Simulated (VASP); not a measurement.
Wanted: the native input for a VASP 6.6.1 run.

* Task: relaxation of cell and atoms
* Functional: PBE
* Potentials or basis: VASP PAW PBE potentials, release 64 (Sn_d, Se)
* Cutoff: 600 eV
* k mesh: 11 × 11 × 6
* Occupations: fermi-dirac, width 0.05 eV
* Spin: no spin polarisation
* Target pressure: 37 GPa
* Dipole correction: no
* Further INCAR settings: ALGO = Normal; EDIFF = 1e-07; IBRION = 2; EDIFFG = -0.005; NSW = 60; ISIF = 3

The structure of SnSe (NiAs type) lies in POSCAR:

```
SnSe
1.0
    3.8730583991      0.0000000000      0.0000000000
   -1.9365291996      3.3541669640      0.0000000000
    0.0000000000      0.0000000000      6.0032405186
Sn Se
2 2
Direct
    0.0000000000      0.0000000000      0.0000000000
    0.0000000000      0.0000000000      0.5000000000
    0.3333333333      0.6666666667      0.2500000000
    0.6666666667      0.3333333333      0.7500000000
```

The input as run:

INCAR

```
SYSTEM = SnSe
  ALGO = Normal
  EDIFF = 1E-7
  EDIFFG = -0.005
  ENCUT = 600
  GGA = PE
  IBRION = 2
  ISIF = 3
  ISMEAR = -1
  LASPH = .TRUE.
  LCHARG = .FALSE.
  LREAL = .FALSE.
  LWAVE = .FALSE.
  NELM = 100
  NSW = 60
  PREC = Accurate
  PSTRESS = 370.0
  SIGMA = 0.05
```

KPOINTS

```
k-points
0
G
  11 11 6
  0 0 0
```

Potentials or basis: VASP PAW PBE potentials, release 64 (Sn_d, Se).

Launch:

```console
$ cat potpaw_PBE.64/Sn_d/POTCAR potpaw_PBE.64/Se/POTCAR > POTCAR
$ mpirun -np 1 vasp_std > vasp.out
```

Results of the run:

* Relaxed volume: 18.47 Å³/atom
* Relaxed cell: a = 3.334 Å, b = 3.334 Å, c = 7.675 Å, α = 90.00°, β = 90.00°, γ = 120.00°
* Space group after relaxing (to 0.1 Å): P6_3/mmc (No. 194)
* Energy change on relaxing (the run minimises the enthalpy): -96.3 meV/atom
* Ionic steps: 12
* Pressure after relaxing: 37.0 GPa
* Band gap on the k mesh: zero (bands 20 and 21 overlap by 4.15 eV)

Caveat: the cell is relaxed towards a set pressure, so the run minimises the enthalpy, not the energy; a cell axis changed by over 15 % at a fixed basis, so the end point is rough; spin-orbit coupling is left out, which moves the levels of the heavy elements.

Wall time 7.1 min on 1 thread of Intel(R) Xeon(R) 6975P-C (Granite Rapids), with other jobs on the host, peak memory 0.32 GiB.
